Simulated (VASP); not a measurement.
# SrTiO3 (R-3m) in VASP: further runs, part 3 of 3

VASP 6.6.1.

### 5 Single point, PBE

The input, INCAR:

```
ALGO     = Normal         # electronic algorithm
EDIFF    = 1E-6           # SCF threshold, eV
ENCUT    = 520            # plane-wave cutoff, eV
GGA      = PE             # functional
ISIF     = 2              # what is computed and relaxed
ISMEAR   = 0              # smearing method
LASPH    = True           # aspherical terms in the spheres
LCHARG   = True           # write CHGCAR
LELF     = True           # ELF
LREAL    = False          # projectors in reciprocal space
LVHAR    = True         
LWAVE    = False          # write WAVECAR
NBANDS   = 28             # bands
NELM     = 80             # most SCF steps
PREC     = Accurate       # precision mode
SIGMA    = 0.05           # smearing width, eV
```

The input, KPOINTS:

```
k-points
0
Gamma
  8 8 8
```

The input, POSCAR:

```
SrTiO3
1.0
    3.9477554950     -0.2077766050     -0.2077766050
   -0.2077766050      3.9477554950     -0.2077766050
   -0.2077766050     -0.2077766050      3.9477554950
Sr Ti O
1 1 3
Direct
    0.0000000000      0.0000000000      0.0000000000
    0.5000000000      0.5000000000      0.5000000000
    0.0000000000      0.5000000000      0.5000000000
    0.5000000000      0.0000000000      0.5000000000
    0.5000000000      0.5000000000      0.0000000000
```

Potentials or basis: VASP PAW PBE potentials, release 64 (Sr_sv, Ti_sv, O).

The run is started by

```
cat potpaw_PBE.64/Sr_sv/POTCAR potpaw_PBE.64/Ti_sv/POTCAR potpaw_PBE.64/O/POTCAR > POTCAR
mpirun -np 1 vasp_std > vasp.out
```

OUTCAR:

```text
EDIFF = 1E-6
   ENCUT = 520
   GGA = PE
   ISIF = 2
   ISMEAR = 0
   LASPH = True
   LREAL = False
   NELM = 80
   PREC = Accurate

 ion  position               nearest neighbor table
   1  0.000  0.000  0.000-   3 2.65   4 2.65   3 2.65   4 2.65   5 2.65   5 2.65   5 2.94   3 2.94
                             4 2.94   5 2.94   4 2.94   3 2.94   2 3.06   2 3.06   2 3.54   2 3.54
   2  0.500  0.500  0.500-   3 1.98   4 1.98   4 1.98   3 1.98   5 1.98   5 1.98   1 3.06   1 3.06
                             1 3.54   1 3.54   1 3.54   1 3.54   1 3.54   1 3.54
   3  0.000  0.500  0.500-   2 1.98   2 1.98   1 2.65   1 2.65   1 2.94   1 2.94
   4  0.500  0.000  0.500-   2 1.98   2 1.98   1 2.65   1 2.65   1 2.94   1 2.94
   5  0.500  0.500  0.000-   2 1.98   2 1.98   1 2.65   1 2.65   1 2.94   1 2.94

  LATTYP: Found a trigonal (rhomboedric) cell.
 ALAT       =     3.9586760013
 COS(alpha) =    -0.1019283747

  Lattice vectors:

 A1 = (   3.9477554950,  -0.2077766050,  -0.2077766050)
 A2 = (  -0.2077766050,   3.9477554950,  -0.2077766050)
 A3 = (  -0.2077766050,  -0.2077766050,   3.9477554950)

Analysis of symmetry for initial positions (statically):
=====================================================================
 Subroutine PRICEL returns:
 Original cell was already a primitive cell.

 Routine SETGRP: Setting up the symmetry group for a
 trigonal (rhombohedral) supercell.

 Subroutine GETGRP returns: Found 12 space group operations
 (whereof 12 operations were pure point group operations)
 out of a pool of 12 trial point group operations.

The static configuration has the point symmetry D_3d.

Analysis of symmetry for dynamics (positions and initial velocities):
=====================================================================
 Subroutine PRICEL returns:
 Original cell was already a primitive cell.

 Routine SETGRP: Setting up the symmetry group for a
[... 126 lines left out ...]
   EFERMI =   0.00;   METHOD = LEGACY
   ISMEAR =     0;   SIGMA  =   0.05  broadening in eV -4-tet -1-fermi 0-gaus
   EFERMI_NEDOS =   21; number of points for ismear=-14 and -15
   IALGO  =     38    algorithm
   IMIX   =      4    mixing-type and parameters
     AMIX     =   0.40;   BMIX     =  1.00
     AMIX_MAG =   1.60;   BMIX_MAG =  1.00
  volume/ion in A,a.u.               =      12.20        82.32
  Fermi-wavevector in a.u.,A,eV,Ry     =   1.422313  2.687782 27.524240  2.022975
  Thomas-Fermi vector in A             =   2.543030
   LORBIT       =      0    0 simple, 1 ext, 2 COOP (PROOUT), +10 PAW based schemes
   GGA     = PE    functional components
   LHFCALC =     F    Hartree Fock is set to
   AEXX    =    0.0000 exact exchange contribution
   IVDW    =     0    specifies the selected vdW correction
   LEPSILON=     F    determine dielectric tensor
   LRPA    =     F    only Hartree local field effects (RPA)
 non-spin polarized calculation
 Gauss-broadening in eV      SIGMA  =   0.05
  energy-cutoff  :      520.00
  volume of cell :       61.00
 maximum number of plane-waves:      1658
 NGX is ok and might be reduce to    30
   NGX = 15   NGY = 15   NGZ = 15

 number of electron      40.0000004 magnetization

 Free energy of the ion-electron system (eV)
  ---------------------------------------------------
  ext. energy  EPLUGINS =         0.00000000
  ---------------------------------------------------
  free energy    TOTEN  =       -39.35063129 eV

  energy without entropy =      -39.35063129  energy(sigma->0) =      -39.35063129

 E-fermi :   4.4881     XC(G=0): -11.1353

 val. band max:        4.2256776022   @ k =   0.5000   0.5000   0.5000
 cond. band min:       5.2501409246   @ k =   0.0000   0.0000   0.0000
 fundamental gap:      1.0244633224
 Fermi energy:         4.4881231711

 k-point     1 :       0.0000    0.0000    0.0000
  band No.  band energies     occupation
      1     -52.6575      2.00000
      2     -28.9922      2.00000
      3     -28.9004      2.00000
      4     -28.8353      2.00000
      5     -28.8353      2.00000
      6     -13.3602      2.00000
[... 733 lines left out ...]
     27      11.2264      0.00000
     28      11.8882      0.00000

 [... further k-points ...]
[... 5 lines left out ...]
  --------------------------------------------------------------------------------------
  -------------------------------------------------------------------------------------
  Total        0.6903977      0.6903977      0.6903977      4.6634580      4.6634580      4.6634580
  in kB       18.1347301     18.1347301     18.1347301    122.4954060    122.4954060    122.4954060
  external PRESSURE =      18.1347301 kB  Pullay stress =       0.0000000 kB

 VOLUME and BASIS-vectors are now :
 -----------------------------------------------------------------------------
  energy-cutoff  :      520.00
  volume of cell :       61.00
      direct lattice vectors                 reciprocal lattice vectors
     3.947755495 -0.207776605 -0.207776605     0.254798544  0.014155475  0.014155475
    -0.207776605  3.947755495 -0.207776605     0.014155475  0.254798544  0.014155475
    -0.207776605 -0.207776605  3.947755495     0.014155475  0.014155475  0.254798544

 POSITION                                       TOTAL-FORCE (eV/Angst)
 -----------------------------------------------------------------------------------
      0.00000      0.00000      0.00000         0.000000      0.000000      0.000000
      1.76610      1.76610      1.76610        -0.000000      0.000000      0.000000
     -0.20778      1.86999      1.86999         0.000000     -0.000000      0.000000
      1.86999     -0.20778      1.86999        -0.000000      0.000000      0.000000
      1.86999      1.86999     -0.20778         0.000000     -0.000000      0.000000
 -----------------------------------------------------------------------------------
    total drift:                                0.000000      0.000000     -0.000000

  FREE ENERGIE OF THE ION-ELECTRON SYSTEM (eV)
  ---------------------------------------------------
  free  energy   TOTEN  =       -39.3506312871 eV

  energy  without entropy=      -39.3506312871  energy(sigma->0) =      -39.35063129
```

OSZICAR:

```text
N       E                     dE             d eps       ncg     rms          rms(c)
DAV:   1     0.430200018306E+03    0.43020E+03   -0.21409E+04  3640   0.158E+03
DAV:   2    -0.284949393325E+01   -0.43305E+03   -0.41286E+03  4096   0.437E+02
DAV:   3    -0.477974088522E+02   -0.44948E+02   -0.44570E+02  5028   0.136E+02
DAV:   4    -0.499129833880E+02   -0.21156E+01   -0.21105E+01  5544   0.256E+01
DAV:   5    -0.499738338672E+02   -0.60850E-01   -0.60840E-01  5048   0.345E+00    0.261E+01
DAV:   6    -0.395405953734E+02    0.10433E+02   -0.55958E+01  5312   0.645E+01    0.161E+01
DAV:   7    -0.395026761791E+02    0.37919E-01   -0.10120E+01  4748   0.243E+01    0.113E+01
DAV:   8    -0.394059736759E+02    0.96703E-01   -0.17037E+00  4424   0.134E+01    0.372E+00
DAV:   9    -0.393648911761E+02    0.41082E-01   -0.35523E-01  4704   0.480E+00    0.120E+00
DAV:  10    -0.393549777058E+02    0.99135E-02   -0.85675E-02  4792   0.244E+00    0.613E-01
DAV:  11    -0.393506558776E+02    0.43218E-02   -0.22513E-02  5680   0.122E+00    0.126E-01
DAV:  12    -0.393506269495E+02    0.28928E-04   -0.16644E-03  4300   0.467E-01    0.123E-01
DAV:  13    -0.393506402456E+02   -0.13296E-04   -0.19555E-04  5424   0.110E-01    0.325E-02
DAV:  14    -0.393506337072E+02    0.65384E-05   -0.17813E-04  4372   0.767E-02    0.199E-02
DAV:  15    -0.393506316966E+02    0.20106E-05   -0.41578E-05  4804   0.547E-02    0.148E-02
DAV:  16    -0.393506312871E+02    0.40954E-06   -0.57207E-06  3588   0.282E-02
   1 F= -.39350631E+02 E0= -.39350631E+02  d E =-.596826E-16
```

Run time: 49 s. Hardware: 1 thread of Intel Xeon 6975P-C (Granite Rapids), shared host; peak memory 0.24 GiB.

Results:

| Quantity | Value |
| --- | --- |
| Free energy | -39.3506 eV |
| Pressure | 1.8 GPa |
| Band gap on the k mesh | 1.02 eV, indirect (least direct gap 1.17 eV) |

 A k mesh can miss the band edges.

### 6 Summary

```tsv
cell	gap on the mesh (eV)	pressure (GPa)
a = 4.031 Å, angles 101.4°, 5 atoms	none	5.5
a = 4.047 Å, angles 75.7°, 5 atoms	-	7.0
a = 4.139 Å, angles 105.7°, 5 atoms	none	10.9
a = 3.959 Å, angles 95.9°, 5 atoms	1.02	1.8
```

Alike in all rows: task single point; level PBE; potentials or basis VASP PAW PBE potentials, release 64 (Sr_sv, Ti_sv, O); no spin polarisation; k mesh 8 × 8 × 8; cutoff (eV) 520; smearing gaussian 0.05 eV.

Caveats: semilocal functionals often make such compounds metallic where correlation or magnetic order opens a gap, which also shifts bond lengths (some runs).

Total energies depend on the potentials used, so only differences within one code and one set of settings carry meaning.
